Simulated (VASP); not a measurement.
# LiTmH4 (Pmmm) in VASP: single point with PBE

Aim: the single point of LiTmH4 with PBE.

All numbers are computed with VASP 6.6.1; they aren't measurements. Logs are shortened: lines on timing, memory, paths and dates and some standing lists are left out, and cuts for length are marked.

## (1) The cell of the first run

It takes space group Pmmm (No. 47, orthorhombic). The conventional cell has a = 2.720 Å, b = 3.489 Å, c = 5.649 Å, α = 90.00°, β = 90.00°, γ = 90.00°. Li (site symmetry mmm) has 12 H at 2.30 to 2.49 Å and 2 Li at 2.72 Å within 3.0 Å. Tm (site symmetry mmm) has 12 H at 2.16 to 2.42 Å and 2 Tm at 2.72 Å within 2.9 Å. Within 2.5 Å of H (site symmetry mm2) lie 3 H at 1.88 to 2.29 Å and 2 Tm at 2.16 Å and 4 Li at 2.49 Å. H (site symmetry mm2) has 3 H at 1.88 to 1.95 Å and 2 Li at 2.30 Å and 4 Tm at 2.42 Å within 2.5 Å.

The cell was built from a structure type or drawn by symmetry, and may not be a known phase.

## (2) Single point, PBE

INCAR

```
SYSTEM = LiTmH4
PREC     = Accurate       ! precision mode
ENCUT    = 750            ! plane-wave cutoff, eV
EDIFF    = 1E-6           ! SCF threshold, eV
ISMEAR   = 0              ! smearing method
SIGMA    = 0.15           ! smearing width, eV
LREAL    = .False.        ! projectors in reciprocal space
LASPH    = .True.         ! aspherical terms in the spheres
NELM     = 200            ! most SCF steps
ALGO     = Normal         ! electronic algorithm
ISIF     = 2              ! what is computed and relaxed
LWAVE    = .False.        ! write WAVECAR
LCHARG   = .False.        ! write CHGCAR
GGA      = PE             ! functional
NBANDS   = 17             ! bands
GGA_COMPAT= .False.      
LMAXMIX  = 6              ! l up to which the mixer works
```

KPOINTS

```
regular mesh
0
Gamma
  4 3 2
  0 0 0
```

POSCAR

```
LiTmH4
1.0
    3.4893916603      0.0000000000      0.0000000000
    0.0000000000      2.7200318960      0.0000000000
    0.0000000000      0.0000000000      5.6488067700
Li Tm H
1 1 4
Direct
    0.5000000000      0.0000000000      0.5000000000
    0.0000000000      0.0000000000      0.0000000000
    0.0000000000      0.5000000000      0.7024739290
    0.5000000000      0.5000000000      0.1726699318
    0.5000000000      0.5000000000      0.8273300682
    0.0000000000      0.5000000000      0.2975260710
```

Potentials or basis: VASP PAW PBE potentials, release 64 (Li_sv, Tm_3, H), 4f in core.

Command:

```
> cat potpaw_PBE.64/Li_sv/POTCAR potpaw_PBE.64/Tm_3/POTCAR potpaw_PBE.64/H/POTCAR > POTCAR
> mpirun -np 1 vasp_std > vasp.out
```

OUTCAR:

```text
SYSTEM = LiTmH4
   PREC = Accurate
   ENCUT = 750
   EDIFF = 1E-6
   ISMEAR = 0
   LREAL = .False.
   LASPH = .True.
   NELM = 200
   ISIF = 2
   GGA = PE

 ion  position               nearest neighbor table
   1  0.500  0.000  0.500-
   2  0.000  0.000  0.000-   3 2.16   6 2.16   3 2.16   6 2.16
   3  0.000  0.500  0.702-   2 2.16   2 2.16
   4  0.500  0.500  0.173-
   5  0.500  0.500  0.827-
   6  0.000  0.500  0.298-   2 2.16   2 2.16

  LATTYP: Found a simple orthorhombic cell.
 ALAT       =     2.7200318960
 B/A-ratio  =     1.2828495377
 C/A-ratio  =     2.0767428420

  Lattice vectors:

 A1 = (   0.0000000000,  -2.7200318960,   0.0000000000)
 A2 = (   3.4893916603,   0.0000000000,   0.0000000000)
 A3 = (   0.0000000000,   0.0000000000,   5.6488067700)

Analysis of symmetry for initial positions (statically):
=====================================================================
 Subroutine PRICEL returns:
 Original cell was already a primitive cell.

 Routine SETGRP: Setting up the symmetry group for a
 simple orthorhombic supercell.

 Subroutine GETGRP returns: Found  8 space group operations
 (whereof  8 operations were pure point group operations)
 out of a pool of  8 trial point group operations.

The static configuration has the point symmetry D_2h.

Analysis of symmetry for dynamics (positions and initial velocities):
=====================================================================
 Subroutine PRICEL returns:
 Original cell was already a primitive cell.

 Routine SETGRP: Setting up the symmetry group for a
 simple orthorhombic supercell.

 Subroutine GETGRP returns: Found  8 space group operations
 (whereof  8 operations were pure point group operations)
 out of a pool of  8 trial point group operations.

The dynamic configuration has the point symmetry D_2h.

 Subroutine INISYM returns: Found  8 space group operations
 (whereof  8 operations are pure point group operations),
 and found     1 'primitive' translations

----------------------------------------------------------------------------------------

                                     Primitive cell

  volume of cell :      53.6143

  direct lattice vectors                    reciprocal lattice vectors
     3.489391660  0.000000000  0.000000000     0.286582905  0.000000000  0.000000000
     0.000000000  2.720031896  0.000000000     0.000000000  0.367642748  0.000000000
     0.000000000  0.000000000  5.648806770     0.000000000  0.000000000  0.177028537

  length of vectors
     3.489391660  2.720031896  5.648806770     0.286582905  0.367642748  0.177028537

  position of ions in fractional coordinates (direct lattice)
     0.500000000  0.000000000  0.500000000
     0.000000000  0.000000000  0.000000000
     0.000000000  0.500000000  0.702473929
     0.500000000  0.500000000  0.172669932
     0.500000000  0.500000000  0.827330068
     0.000000000  0.500000000  0.297526071

  ion indices of the primitive-cell ions
   primitive index   ion index
                 1           1
                 2           2
                 3           3
                 4           4
                 5           5
                 6           6

----------------------------------------------------------------------------------------

 KPOINTS: regular mesh

Automatic generation of k-mesh.
 Grid dimensions read from file:
 generate k-points for:    4    3    2

 Generating k-lattice:

  Cartesian coordinates                     Fractional coordinates (reciprocal lattice)
     0.071645726  0.000000000  0.000000000     0.250000000  0.000000000  0.000000000
     0.000000000  0.122547583  0.000000000     0.000000000  0.333333333  0.000000000
     0.000000000  0.000000000  0.088514269     0.000000000  0.000000000  0.500000000

  Length of vectors
     0.071645726  0.122547583  0.088514269

  Shift w.r.t. Gamma in fractional coordinates (k-lattice)
     0.000000000  0.000000000  0.000000000

 Subroutine IBZKPT returns following result:
 ===========================================

 Found     12 irreducible k-points:

 Following reciprocal coordinates:
            Coordinates               Weight
  0.000000  0.000000  0.000000      1.000000
  0.250000  0.000000  0.000000      2.000000
  0.500000  0.000000  0.000000      1.000000
  0.000000  0.333333  0.000000      2.000000
  0.250000  0.333333  0.000000      4.000000
  0.500000  0.333333  0.000000      2.000000
  0.000000  0.000000  0.500000      1.000000
  0.250000  0.000000  0.500000      2.000000
  0.500000  0.000000  0.500000      1.000000
  0.000000  0.333333  0.500000      2.000000
  0.250000  0.333333  0.500000      4.000000
  0.500000  0.333333  0.500000      2.000000
   k-points           NKPTS =     12   k-points in BZ     NKDIM =     12   number of bands    NBANDS=     17
   number of dos      NEDOS =    301   number of ions     NIONS =      6
   total plane-waves  NPLWV =  38400
   dimension x,y,z NGX =    32 NGY =   24 NGZ =   50
   dimension x,y,z NGXF=    64 NGYF=   48 NGZF=  100
   ions per type =               1   1   4
   NGX,Y,Z   is equivalent  to a cutoff of  15.25, 14.67, 14.72 a.u.
   NGXF,Y,Z  is equivalent  to a cutoff of  30.49, 29.34, 29.43 a.u.
 SYSTEM =  LiTmH4
   PREC   = accura    normal or accurate (medium, high low for compatibility)
   ISTART =      0    job   : 0-new  1-cont  2-samecut
   ICHARG =      2    charge: 1-file 2-atom 10-const
   ISPIN  =      1    spin polarized calculation?
   LNONCOLLINEAR =      F non collinear calculations
   LSORBIT =      F    spin-orbit coupling
   LASPH  =      T    aspherical Exc in radial PAW
   ENCUT  =  750.0 eV  55.12 Ry    7.42 a.u.   7.79  6.07 12.61*2*pi/ulx,y,z
   NELM   =    200;   NELMIN=  2; NELMDL= -5     # of ELM steps
   EDIFF  = 0.1E-05   stopping-criterion for ELM
   LREAL  =      F    real-space projection
[... 7 lines left out ...]
   TEBEG  =    0.0;   TEEND  =   0.0 temperature during run
   PSTRESS=    0.0 pullay stress
   NELECT =      16.0000    total number of electrons
   NUPDOWN=      -1.0000    fix difference up-down
   EMIN   =  10.00;   EMAX   =-10.00  energy-range for DOS
   EFERMI =   0.00;   METHOD = LEGACY
   ISMEAR =     0;   SIGMA  =   0.15  broadening in eV -4-tet -1-fermi 0-gaus
   EFERMI_NEDOS =   21; number of points for ismear=-14 and -15
   IALGO  =     38    algorithm
   IMIX   =      4    mixing-type and parameters
     AMIX     =   0.40;   BMIX     =  1.00
     AMIX_MAG =   1.60;   BMIX_MAG =  1.00
  volume/ion in A,a.u.               =       8.94        60.30
  Fermi-wavevector in a.u.,A,eV,Ry     =   1.094010  2.067379 16.284244  1.196858
  Thomas-Fermi vector in A             =   2.230307
   LORBIT       =      0    0 simple, 1 ext, 2 COOP (PROOUT), +10 PAW based schemes
   GGA     = PE    functional components
   LHFCALC =     F    Hartree Fock is set to
   AEXX    =    0.0000 exact exchange contribution
   IVDW    =     0    specifies the selected vdW correction
   LEPSILON=     F    determine dielectric tensor
   LRPA    =     F    only Hartree local field effects (RPA)
 non-spin polarized calculation
 Gauss-broadening in eV      SIGMA  =   0.15
  energy-cutoff  :      750.00
  volume of cell :       53.61
 maximum number of plane-waves:      2512
 NGX is ok and might be reduce to    32
   NGX = 15   NGY = 13   NGZ = 25

 number of electron      16.0000000 magnetization

 Free energy of the ion-electron system (eV)
  ---------------------------------------------------
  ext. energy  EPLUGINS =         0.00000000
  ---------------------------------------------------
  free energy    TOTEN  =       -20.13302625 eV

  energy without entropy =      -20.12349595  energy(sigma->0) =      -20.12826110

 E-fermi :   2.3740     XC(G=0):  -9.5695

 val. band max:        2.3571944702   @ k =   0.2500   0.0000   0.5000
 cond. band min:       2.7100969924   @ k =   0.5000   0.0000   0.5000
 fundamental gap:      0.3529025222
 Fermi energy:         2.3739760021

 k-point     1 :       0.0000    0.0000    0.0000
  band No.  band energies     occupation
      1     -44.7848      2.00000
      2     -22.4159      2.00000
      3     -22.3326      2.00000
      4     -21.1889      2.00000
      5      -6.4422      2.00000
      6      -2.8271      2.00000
[... 9 lines left out ...]
     16      11.6565      0.00000
     17      14.0465      0.00000

 k-point     2 :       0.2500    0.0000    0.0000
  band No.  band energies     occupation
      1     -44.7842      2.00000
      2     -22.5315      2.00000
      3     -22.3895      2.00000
      4     -21.1786      2.00000
      5      -5.5367      2.00000
      6      -2.5923      2.00000
[... 9 lines left out ...]
     16      11.5877      0.00000
     17      13.0705      0.00000

 k-point     3 :       0.5000    0.0000    0.0000
  band No.  band energies     occupation
      1     -44.7836      2.00000
      2     -22.7216      2.00000
      3     -22.3628      2.00000
      4     -21.1682      2.00000
      5      -3.6792      2.00000
      6      -3.1140      2.00000
[... 9 lines left out ...]
     16      12.1599      0.00000
     17      14.0582      0.00000

 k-point     4 :       0.0000    0.3333    0.0000
  band No.  band energies     occupation
      1     -44.7696      2.00000
      2     -23.1169      2.00000
      3     -22.1155      2.00000
      4     -22.0981      2.00000
      5      -4.2898      2.00000
      6      -2.8827      2.00000
[... 9 lines left out ...]
     16      10.8236      0.00000
     17      11.0795      0.00000

 k-point     5 :       0.2500    0.3333    0.0000
  band No.  band energies     occupation
      1     -44.7691      2.00000
      2     -23.0872      2.00000
      3     -22.2603      2.00000
      4     -22.0964      2.00000
      5      -3.8841      2.00000
      6      -2.2982      2.00000
[... 9 lines left out ...]
     16      10.8138      0.00000
     17      11.5564      0.00000

 k-point     6 :       0.5000    0.3333    0.0000
  band No.  band energies     occupation
      1     -44.7685      2.00000
      2     -23.0565      2.00000
      3     -22.4179      2.00000
      4     -22.0773      2.00000
      5      -3.3703      2.00000
      6      -1.4249      2.00000
[... 9 lines left out ...]
     16      10.5930      0.00000
     17      11.2956      0.00000

 k-point     7 :       0.0000    0.0000    0.5000
  band No.  band energies     occupation
      1     -44.7849      2.00000
      2     -22.4180      2.00000
      3     -22.3325      2.00000
      4     -21.1889      2.00000
      5      -6.0279      2.00000
      6      -4.0741      2.00000
[... 9 lines left out ...]
     16      10.7340      0.00000
     17      11.9179      0.00000

 k-point     8 :       0.2500    0.0000    0.5000
  band No.  band energies     occupation
      1     -44.7842      2.00000
      2     -22.5316      2.00000
      3     -22.3918      2.00000
      4     -21.1785      2.00000
      5      -5.0325      2.00000
      6      -3.6524      2.00000
[... 9 lines left out ...]
     16      10.8202      0.00000
     17      13.1907      0.00000

 k-point     9 :       0.5000    0.0000    0.5000
  band No.  band energies     occupation
      1     -44.7836      2.00000
      2     -22.7217      2.00000
      3     -22.3654      2.00000
      4     -21.1682      2.00000
      5      -2.9935      2.00000
      6      -2.4487      2.00000
[... 9 lines left out ...]
     16      10.9255      0.00000
     17      13.3259      0.00000

 k-point    10 :       0.0000    0.3333    0.5000
  band No.  band energies     occupation
      1     -44.7696      2.00000
      2     -23.1165      2.00000
      3     -22.1164      2.00000
      4     -22.0980      2.00000
      5      -3.8340      2.00000
      6      -3.6868      2.00000
[... 9 lines left out ...]
     16      12.1626      0.00000
     17      12.3989      0.00000

 k-point    11 :       0.2500    0.3333    0.5000
  band No.  band energies     occupation
      1     -44.7691      2.00000
      2     -23.0869      2.00000
      3     -22.2603      2.00000
      4     -22.0976      2.00000
      5      -3.4258      2.00000
      6      -3.2395      2.00000
[... 9 lines left out ...]
     16      10.7635      0.00000
     17      11.0366      0.00000

 k-point    12 :       0.5000    0.3333    0.5000
  band No.  band energies     occupation
      1     -44.7685      2.00000
      2     -23.0562      2.00000
      3     -22.4180      2.00000
      4     -22.0786      2.00000
      5      -3.2379      2.00000
      6      -1.9418      2.00000
[... 9 lines left out ...]
     16      10.3669      0.00000
     17      11.0044      0.00000

------------------------ aborting loop because EDIFF is reached ----------------------------------------

  FORCE on cell =-STRESS in cart. coord.  units (eV):
  Direction    XX          YY          ZZ          XY          YZ          ZX
  --------------------------------------------------------------------------------------
  -------------------------------------------------------------------------------------
  Total        0.0629784      0.1865869      0.1493469     -0.0000000      0.0000000      0.0000000
  in kB        1.8820099      5.5758526      4.4629953     -0.0000000      0.0000000      0.0000000
  external PRESSURE =       3.9736192 kB  Pullay stress =       0.0000000 kB

 VOLUME and BASIS-vectors are now :
 -----------------------------------------------------------------------------
  energy-cutoff  :      750.00
  volume of cell :       53.61
      direct lattice vectors                 reciprocal lattice vectors
     3.489391660  0.000000000  0.000000000     0.286582905  0.000000000  0.000000000
     0.000000000  2.720031896  0.000000000     0.000000000  0.367642748  0.000000000
     0.000000000  0.000000000  5.648806770     0.000000000  0.000000000  0.177028537

 POSITION                                       TOTAL-FORCE (eV/Angst)
 -----------------------------------------------------------------------------------
      1.74470      0.00000      2.82440         0.000000      0.000000     -0.000000
      0.00000      0.00000      0.00000         0.000000      0.000000     -0.000000
      0.00000      1.36002      3.96814         0.000000      0.000000     -0.035695
      1.74470      1.36002      0.97538        -0.000000      0.000000      0.019172
      1.74470      1.36002      4.67343         0.000000     -0.000000     -0.019172
      0.00000      1.36002      1.68067         0.000000      0.000000      0.035695
 -----------------------------------------------------------------------------------
    total drift:                                0.000000     -0.000000      0.000000

  FREE ENERGIE OF THE ION-ELECTRON SYSTEM (eV)
  ---------------------------------------------------
  free  energy   TOTEN  =       -20.1330262544 eV

  energy  without entropy=      -20.1234959529  energy(sigma->0) =      -20.12826110
```

Run time: 19 s. Hardware: 1 thread of Intel Xeon Platinum 8488C (Sapphire Rapids), shared host; peak memory 0.19 GiB.

What came out:

```
Free energy            : -20.1330 eV
Pressure               : 0.4 GPa
Largest force          : 0.036 eV/Å
Band gap on the k mesh : zero (bands 8 and 9 overlap by 2.02 eV)
```

Forces on the atoms (eV/Å):
```
Li   0.000  0.000  0.000
Tm   0.000  0.000  0.000
H    0.000  0.000 -0.036
H    0.000  0.000  0.019
H    0.000  0.000 -0.019
H    0.000  0.000  0.036
```

Stress tensor (GPa, compression positive):
```
0.19 0.00 0.00
0.00 0.56 0.00
0.00 0.00 0.45
```

Caveat: the k points lie up to 0.77 Å⁻¹ apart, too coarse for converged energies and pressures of a metal; spin-orbit coupling is left out, which moves the levels of the heavy elements; the 4f electrons are frozen in the core, so they carry no moment and show no levels. Spin polarisation is off, so any magnetic state and its effect on volume and gap are missing.
